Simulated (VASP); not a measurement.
**HfO2: single point with LDA**

Crystal: HfO2.

```xyz
6
Lattice="3.5767 0.0000 0.0000 0.0000 3.5767 0.0000 0.0000 0.0000 5.2022" Properties=species:S:1:pos:R:3 pbc="T T T"
Hf    1.7883    1.7883    2.6011
Hf    0.0000    0.0000    0.0000
O     0.0000    1.7883    3.6218
O     1.7883    0.0000    4.1815
O     1.7883    0.0000    1.5804
O     0.0000    1.7883    1.0207
```

```json
{
  "Program": "VASP 6.6.1",
  "Task": "single point",
  "Functional": "LDA",
  "Potentials or basis": "VASP PAW LDA potentials, release 64 (Hf_pv, O)",
  "Cutoff": "520 eV",
  "k mesh": "8 × 8 × 6",
  "Occupations": "gaussian, width 0.01 eV",
  "Spin": "no spin polarisation",
  "Dipole correction": "no",
  "Further INCAR settings": "ALGO = Normal; EDIFF = 1e-06; NBANDS = 31"
}
```

```
Pressure               : -11.0 GPa
Largest force          : 0.065 eV/Å
Band gap on the k mesh : 4.50 eV (least direct gap 4.58 eV)
```

Forces in eV/Å, atoms in the order of the input:
```
Hf   0.000  0.000  0.000
Hf   0.000  0.000  0.000
O    0.000  0.000 -0.065
O    0.000  0.000  0.065
O    0.000  0.000  0.065
O    0.000  0.000 -0.065
```

Stress tensor (GPa, compression positive):
```
-11.09   0.00   0.00
  0.00 -11.09   0.00
  0.00   0.00 -10.90
```

Levels at points of the mesh, in eV from the valence-band top:
| k point | band 20 | band 21 | band 22 | band 23 | band 24 | band 25 |
| --- | --- | --- | --- | --- | --- | --- |
| (0.00, 0.00, 0.00) | -0.12 | -0.08 | -0.08 | 4.50 | 4.53 | 5.79 |
| (0.50, 0.00, 0.00) | -1.43 | -0.14 | -0.14 | 4.92 | 4.92 | 5.95 |
| (0.50, 0.50, 0.00) | -0.79 | -0.60 | -0.60 | 5.60 | 5.60 | 5.91 |
| (0.00, 0.00, 0.50) | -0.64 | 0.00 | 0.00 | 5.17 | 5.17 | 5.49 |
| (0.50, 0.00, 0.50) | -1.39 | -0.94 | -0.94 | 5.05 | 5.05 | 5.43 |
| (0.50, 0.50, 0.50) | -1.44 | -0.07 | -0.07 | 5.75 | 5.75 | 6.13 |

It took 71 s on 1 thread of AMD EPYC 7R13 Processor (Zen 3), with other jobs on the host, peak memory 0.19 GiB.

Caveat: the cell stands under tension; spin-orbit coupling is left out, which moves the levels of the heavy elements. A k mesh can miss the band edges.
